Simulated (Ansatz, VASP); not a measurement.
**Two plane-wave programs on C**

Contents of INCAR:

```
SYSTEM = C
ALGO = Normal
EDIFF = 1E-6
ENCUT = 520
GGA = PS
ISIF = 2
ISMEAR = 0
LASPH = .True.
LCHARG = .False.
LREAL = .False.
LWAVE = .False.
NBANDS = 11
NELM = 80
PREC = Accurate
SIGMA = 0.05
```

File KPOINTS:

```
k-points
0
Gamma
  14 14 14
  0 0 0
```

POSCAR

```
C
1.0
    0.0000000000      2.1270000000      3.3480000000
    1.2280000000      0.0000000000      3.3480000000
    1.2280000000      2.1270000000      0.0000000000
C
2
Direct
    0.1218671326      0.7885271326      0.2114728674
    0.8333300000      0.1666700000      0.8333300000
```

Input for Ansatz:

```yaml
crystal:
  lattice:
    - [0.0, 2.127, 3.348]
    - [1.228, 0.0, 3.348]
    - [1.228, 2.127, 0.0]
  atoms:
    - { symbol: C, position: [0.1218671326, 0.7885271326, 0.2114728674] }
    - { symbol: C, position: [0.83333, 0.16667, 0.83333] }
basis:
  ecutwfc: 420
kpoints:
  mp_grid: { grid: [14, 14, 14] }
hamiltonian:
  xc: pbesol
scf:
  occupations: { method: gaussian, width: 0.05 }
output:
  forces: true
  stress: true
  eigenvalues: true
  write_density: true
  write_potential: true
  elf: true
  volumetric_format: npy
```

Alike in both runs: task single point; functional PBEsol; k mesh 14 × 14 × 14; occupations gaussian, width 0.05 eV; no spin polarisation.

|  | VASP | Ansatz |
| --- | --- | --- |
| version | VASP 6.6.1 | Ansatz 0.2.0 |
| potentials or method | VASP PAW PBE potentials, release 64 (C), cutoff 520 eV | scalar-relativistic, plane waves, PAW |
| valence electrons in the cell | 8 | 8 |

Ansatz gave:

| Property | Result |
| --- | --- |
| gap on the k mesh at the Fermi level (eV) | none |
| pressure (GPa) | -4.1 |
| traceless stress, the component that is largest in VASP (GPa) | -9.38 |
| rms of the force components (eV/Å) | 2.900 |

**Question.** What did VASP give for the same quantities?

**Answer.** gap on the k mesh at the Fermi level (eV): none; pressure (GPa): -3.4; traceless stress, the component that is largest in VASP (GPa): -10.07; rms of the force components (eV/Å): 2.884.

VASP's potentials were made for PBE, not for PBEsol. Atom by atom the forces differ by 0.016 eV/Å (rms over components). A gap of «none» marks a metal or a gap that the smearing closes.
